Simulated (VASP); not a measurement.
Set up this calculation in VASP 6.6.1, as the native input.

```yaml
Task: single point
Functional: r2SCAN
Dispersion: D4
Potentials_or_basis: VASP PAW PBE potentials, release 64 (Si, C)
Cutoff: 520 eV
k_mesh: 10 × 10 × 5
Occupations: fermi-dirac, width 0.05 eV
Spin: no spin polarisation
Dipole_correction: no
Further_INCAR_settings: ALGO = Normal; EDIFF = 1e-06; NBANDS = 16
```

The system is SiC.

```
Si C
1.0
     3.11648    0.00000    0.00000
    -1.55824    2.69895    0.00000
     0.00000    0.00000    5.11443
Si C
2 2
Direct
  0.66667 0.33333 0.50000
  0.33333 0.66667 0.00000
  0.66667 0.33333 0.88500
  0.33333 0.66667 0.38500
```

One way to write it, as run:

POSCAR

```
SiC
1.0
    3.1164783262      0.0000000000      0.0000000000
   -1.5582391631      2.6989494007      0.0000000000
    0.0000000000      0.0000000000      5.1144286705
Si C
2 2
Direct
    0.6666666667      0.3333333333      0.5000000000
    0.3333333333      0.6666666667      0.0000000000
    0.6666666667      0.3333333333      0.8850000000
    0.3333333333      0.6666666667      0.3850000000
```

INCAR.step1

```
PREC = Accurate
ENCUT = 520
ISMEAR = -1
SIGMA = 0.05
LREAL = F
LASPH = T
NELM = 100
NBANDS = 16
GGA = PE
ALGO = Normal
EDIFF = 1E-4
LWAVE = T
LCHARG = F
```

INCAR.step2

```
PREC = Accurate
ENCUT = 520
EDIFF = 1E-6
ISMEAR = -1
SIGMA = 0.05
LREAL = F
LASPH = T
NELM = 100
ALGO = Normal
ISIF = 2
LWAVE = F
LCHARG = T
METAGGA = R2SCAN
LMIXTAU = T
IVDW = 13
VDW_S6 = 1.0
VDW_S8 = 0.6018749
VDW_A1 = 0.51559235
VDW_A2 = 5.77342911
LELF = T
LVHAR = T
NBANDS = 16
ISTART = 1
```

KPOINTS

```
regular mesh
0
Gamma
  10 10 5
```

Potentials or basis: VASP PAW PBE potentials, release 64 (Si, C).

The run is started by

```sh
$ cat potpaw_PBE.64/Si/POTCAR potpaw_PBE.64/C/POTCAR > POTCAR
$ cp INCAR.step1 INCAR
$ mpirun -np 1 vasp_std > vasp.out
$ cp INCAR.step2 INCAR
$ mpirun -np 1 vasp_std > vasp.out
```

It gave:

```json
{"Pressure": "-9.6 GPa", "Largest force": "0.704 eV/Å", "Band gap on the k mesh": "2.91 eV (least direct gap 4.49 eV)", "Dispersion energy per atom": "-0.119 eV"}
```

Caveat: the cell stands under tension; the PAW data sets were made with another functional, which shifts forces and pressure a little; an odd mesh through Γ misses points on the zone boundary, where band edges can lie.

Run time: 2.2 min on 1 thread of Intel Xeon 8259CL (shared host), peak memory 0.17 GiB.
